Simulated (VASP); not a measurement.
# Ag in VASP: notebook

Ag is run at these levels: r2SCAN; tasks: single point.

Program: VASP 6.6.1. These are calculated values, not measurements. Logs are shortened: lines on timing, memory, paths and dates and some standing lists are left out, and cuts for length are marked.

## 1. The cell of the first run

The cell holds a slab with vacuum, 5 atoms: a = 2.903 Å, b = 2.903 Å, c = 25.480 Å, α = 90.00°, β = 90.00°, γ = 120.00°.

## 2. Single point, r2SCAN

Input file POSCAR:

```
Ag
1.0
    2.9025536970      0.0000000000      0.0000000000
   -1.4512768485      2.5136852375      0.0000000000
    0.0000000000      0.0000000000     25.4797000000
Ag
5
Direct
    0.8333333330      0.1666666670      0.3139754261
    0.1666666670      0.8333333330      0.4069877128
    0.5000000000      0.5000000000      0.5000000000
    0.8333333330      0.1666666670      0.5930122872
    0.1666666670      0.8333333330      0.6860245739
```

Input file INCAR.step1:

```
ALGO = Normal
DIPOL = 0.5 0.5 0.500
EDIFF = 1E-4
ENCUT = 520
GGA = PE
IDIPOL = 3
ISMEAR = -1
LASPH = True
LCHARG = False
LDIPOL = True
LREAL = False
LWAVE = True
NBANDS = 36
NELM = 80
PREC = Accurate
SIGMA = 0.1
```

Input file INCAR.step2:

```
ALGO = Normal
DIPOL = 0.5 0.5 0.500
EDIFF = 1E-7
ENCUT = 520
IDIPOL = 3
ISIF = 2
ISMEAR = -1
ISTART = 1
LASPH = True
LCHARG = True
LDIPOL = True
LELF = True
LMIXTAU = True
LREAL = False
LVACPOTAV = True
LVHAR = True
LWAVE = False
METAGGA = R2SCAN
NBANDS = 36
NELM = 80
PREC = Accurate
SIGMA = 0.1
```

Input file KPOINTS:

```
k-points
0
Gamma
  13 13 1
```

Potentials or basis: VASP PAW PBE potentials, release 64 (Ag).

Launch:

```bash
$ cat potpaw_PBE.64/Ag/POTCAR > POTCAR
$ cp INCAR.step1 INCAR
$ mpirun -np 1 vasp_std > vasp.out
$ cp INCAR.step2 INCAR
$ mpirun -np 1 vasp_std > vasp.out
```

OUTCAR:

```text
EDIFF = 1E-7
   ENCUT = 520
   ISIF = 2
   ISMEAR = -1
   ISTART = 1
   LASPH = True
   LREAL = False
   METAGGA = R2SCAN
   NELM = 80
   PREC = Accurate

 ion  position               nearest neighbor table
   1  0.833  0.167  0.314-   2 2.90   2 2.90   2 2.90
   2  0.167  0.833  0.407-   1 2.90   1 2.90   1 2.90   3 2.90   3 2.90   3 2.90
   3  0.500  0.500  0.500-   2 2.90   4 2.90   2 2.90   4 2.90   2 2.90   4 2.90
   4  0.833  0.167  0.593-   5 2.90   5 2.90   5 2.90   3 2.90   3 2.90   3 2.90
   5  0.167  0.833  0.686-   4 2.90   4 2.90   4 2.90

  LATTYP: Found a hexagonal cell.
 ALAT       =     2.9025536970
 C/A-ratio  =     8.7783733429

  Lattice vectors:

 A1 = (   2.9025536970,   0.0000000000,   0.0000000000)
 A2 = (  -1.4512768485,   2.5136852375,   0.0000000000)
 A3 = (   0.0000000000,   0.0000000000,  25.4797000000)

Analysis of symmetry for initial positions (statically):
=====================================================================
 Subroutine PRICEL returns:
 Original cell was already a primitive cell.

 Routine SETGRP: Setting up the symmetry group for a
 hexagonal supercell.

 Subroutine GETGRP returns: Found 12 space group operations
 (whereof  4 operations were pure point group operations)
 out of a pool of 24 trial point group operations.

The static configuration has the point symmetry C_2h.
 The point group associated with its full space group is D_3d.

Analysis of symmetry for dynamics (positions and initial velocities):
=====================================================================
 Subroutine PRICEL returns:
 Original cell was already a primitive cell.

 Routine SETGRP: Setting up the symmetry group for a
 hexagonal supercell.

 Subroutine GETGRP returns: Found 12 space group operations
 (whereof  4 operations were pure point group operations)
 out of a pool of 24 trial point group operations.

The dynamic configuration has the point symmetry C_2h.
 The point group associated with its full space group is D_3d.

 Subroutine INISYM returns: Found 12 space group operations
 (whereof  4 operations are pure point group operations),
 and found     1 'primitive' translations

----------------------------------------------------------------------------------------

                                     Primitive cell

  volume of cell :     185.9026

  direct lattice vectors                    reciprocal lattice vectors
     2.902553697  0.000000000  0.000000000     0.344524203  0.198911142  0.000000000
[... 94 lines left out ...]
   ISIF   =      2    stress and relaxation
   ISYM   =      2    0-nonsym 1-usesym 2-fastsym
   POTIM  = 0.5000    time-step for ionic-motion
   TEBEG  =    0.0;   TEEND  =   0.0 temperature during run
   PSTRESS=    0.0 pullay stress
   NELECT =      55.0000    total number of electrons
   NUPDOWN=      -1.0000    fix difference up-down
   EMIN   =  10.00;   EMAX   =-10.00  energy-range for DOS
   EFERMI =   0.00;   METHOD = LEGACY
   ISMEAR =    -1;   SIGMA  =   0.10  broadening in eV -4-tet -1-fermi 0-gaus
   EFERMI_NEDOS =   21; number of points for ismear=-14 and -15
   IALGO  =     38    algorithm
   IMIX   =      4    mixing-type and parameters
     AMIX     =   0.40;   BMIX     =  1.00
     AMIX_MAG =   1.60;   BMIX_MAG =  1.00
  volume/ion in A,a.u.               =      37.18       250.91
  Fermi-wavevector in a.u.,A,eV,Ry     =   1.090856  2.061418 16.190467  1.189966
  Thomas-Fermi vector in A             =   2.227089
   LORBIT       =      0    0 simple, 1 ext, 2 COOP (PROOUT), +10 PAW based schemes
   METAGGA = R2SCAN    functional components
   LHFCALC =     F    Hartree Fock is set to
   AEXX    =    0.0000 exact exchange contribution
   IVDW    =     0    specifies the selected vdW correction
   LEPSILON=     F    determine dielectric tensor
   LRPA    =     F    only Hartree local field effects (RPA)
 non-spin polarized calculation
  energy-cutoff  :      520.00
  volume of cell :      185.90
 maximum number of plane-waves:      5135
 NGX is ok and might be reduce to    24
   NGX = 11   NGY = 11   NGZ = 95

 dipolmoment           0.000000      0.000000     -0.000000 electrons x Angstroem

 number of electron      55.0000003 magnetization

 dipolmoment           0.000000      0.000000      0.000000 electrons x Angstroem

 Free energy of the ion-electron system (eV)
  ---------------------------------------------------
  ext. energy  EPLUGINS =         0.00000000
  ---------------------------------------------------
  free energy    TOTEN  =      -105.99633705 eV

  energy without entropy =     -105.95518617  energy(sigma->0) =     -105.97576161

 E-fermi :   1.5766     XC(G=0):  -6.5782

 val. band max:        1.5680578991   @ k =   0.4615   0.0000   0.0000
 cond. band min:       1.6223413311   @ k =   0.1538   0.0000   0.0000
 fundamental gap:      0.0542834320
 Fermi energy:         1.5766421466

 k-point     1 :       0.0000    0.0000    0.0000
  band No.  band energies     occupation
      1      -6.1961      2.00000
      2      -5.4851      2.00000
      3      -5.2091      2.00000
      4      -4.9074      2.00000
      5      -4.8549      2.00000
      6      -3.7108      2.00000
[... 808 lines left out ...]
     35       7.6586      0.00000
     36       8.3189      0.00000

------------------------ aborting loop because EDIFF is reached ----------------------------------------

  FORCE on cell =-STRESS in cart. coord.  units (eV):
  Direction    XX          YY          ZZ          XY          YZ          ZX
  --------------------------------------------------------------------------------------
  -------------------------------------------------------------------------------------
  Total       -1.3570984     -1.3570984     -0.0333489      0.0000000      0.0000000      0.0000000
  in kB      -11.6959753    -11.6959753     -0.2874131      0.0000000      0.0000000      0.0000000
  external PRESSURE =      -7.8931212 kB  Pullay stress =       0.0000000 kB

 VOLUME and BASIS-vectors are now :
 -----------------------------------------------------------------------------
  energy-cutoff  :      520.00
  volume of cell :      185.90
      direct lattice vectors                 reciprocal lattice vectors
     2.902553697  0.000000000  0.000000000     0.344524203  0.198911142  0.000000000
    -1.451276849  2.513685237  0.000000000     0.000000000  0.397822283  0.000000000
     0.000000000  0.000000000 25.479700000     0.000000000  0.000000000  0.039246930

 POSITION                                       TOTAL-FORCE (eV/Angst)
 -----------------------------------------------------------------------------------
      2.17692      0.41895      8.00000         0.000000      0.000000      0.006210
     -0.72564      2.09474     10.36992        -0.000000      0.000000     -0.012004
      0.72564      1.25684     12.73985         0.000000      0.000000      0.000000
      2.17692      0.41895     15.10978         0.000000     -0.000000      0.012004
     -0.72564      2.09474     17.47970        -0.000000      0.000000     -0.006210
 -----------------------------------------------------------------------------------
    total drift:                                0.000000      0.000000     -0.000000

  FREE ENERGIE OF THE ION-ELECTRON SYSTEM (eV)
  ---------------------------------------------------
  free  energy   TOTEN  =      -105.9963370501 eV

  energy  without entropy=     -105.9551861743  energy(sigma->0) =     -105.97576161

 vacuum level on the upper side and lower side of the slab         5.978         5.978
```

Run time: 13 min. Hardware: 1 thread of Intel Xeon Platinum 8488C (Sapphire Rapids), shared host; peak memory 0.41 GiB.

What came out:

```yaml
Free_energy: -105.9963 eV
Largest_force: 0.012 eV/Å
Band_gap_on_the_k_mesh: zero (an odd number of electrons rules out a gap without spin polarisation)
```

Forces in eV/Å, atoms in the order of the input:
```
Ag   0.000  0.000  0.006
Ag   0.000  0.000 -0.012
Ag   0.000  0.000  0.000
Ag   0.000  0.000  0.012
Ag   0.000  0.000 -0.006
```

Levels at points of the mesh, in eV from the Fermi level:
```
           k point  band 25  band 26  band 27  band 28  band 29  band 30  band 31  band 32
(0.00, 0.00, 0.00)    -3.61    -3.61    -3.48    -3.48    -2.99    -0.82     0.12     4.02
```

Caveat: the PAW data sets were made with another functional, which shifts forces and pressure a little.

## 3. Single point, r2SCAN

Input file POSCAR:

```
Ag
1.0
    2.9025536970      0.0000000000      0.0000000000
   -1.4512768485      2.5136852375      0.0000000000
    0.0000000000      0.0000000000     25.4797000000
Ag
5
Direct
    0.8333333333      0.1666666667      0.3142664477
    0.1666666667      0.8333333333      0.4070153571
    0.5000000000      0.5000000000      0.4999999873
    0.8333333333      0.1666666667      0.5929846443
    0.1666666667      0.8333333333      0.6857335636
```

Input file INCAR.step1:

```
SYSTEM = Ag
PREC = Accurate
ENCUT = 520
ISMEAR = -1
SIGMA = 0.1
LREAL = .False.
LASPH = .True.
NELM = 80
LDIPOL = .True.
IDIPOL = 3
DIPOL = 0.5 0.5 0.500
NBANDS = 36
GGA = PE
ALGO = Normal
EDIFF = 1E-4
LWAVE = .True.
LCHARG = .False.
```

Input file INCAR.step2:

```
SYSTEM = Ag
PREC = Accurate
ENCUT = 520
EDIFF = 1E-6
ISMEAR = -1
SIGMA = 0.1
LREAL = .False.
LASPH = .True.
NELM = 80
ALGO = Normal
ISIF = 2
LWAVE = .False.
LCHARG = .False.
LDIPOL = .True.
IDIPOL = 3
DIPOL = 0.5 0.5 0.500
METAGGA = R2SCAN
LMIXTAU = .True.
NBANDS = 36
ISTART = 1
```

Input file KPOINTS:

```
regular mesh
0
Gamma
  13 13 1
  0 0 0
```

Potentials or basis: VASP PAW PBE potentials, release 64 (Ag).

Launch:

```bash
$ cat potpaw_PBE.64/Ag/POTCAR > POTCAR
$ cp INCAR.step1 INCAR
$ mpirun -np 1 vasp_std > vasp.out
$ cp INCAR.step2 INCAR
$ mpirun -np 1 vasp_std > vasp.out
```

It took 8.1 min on 1 thread of Intel Xeon Platinum 8488C (Sapphire Rapids), shared host; peak memory 0.4 GiB.

It converged, with:

- Free energy: -105.9959 eV
- Largest force: 0.013 eV/Å
- Band gap on the k mesh: zero (an odd number of electrons rules out a gap without spin polarisation)

Forces on the atoms (eV/Å):
```
Ag   0.000  0.000 -0.013
Ag   0.000  0.000  0.005
Ag   0.000  0.000  0.000
Ag   0.000  0.000 -0.005
Ag   0.000  0.000  0.013
```

Levels at points of the mesh, in eV from the Fermi level:
```tsv
k point	band 26	band 27	band 28	band 29	band 30	band 31
(0.00, 0.00, 0.00)	-3.61	-3.47	-3.47	-2.99	-0.82	0.12
```

Caveat: the PAW data sets were made with another functional, which shifts forces and pressure a little.

The gap in the log of VASP goes by the Fermi energy; the results here count the filled bands.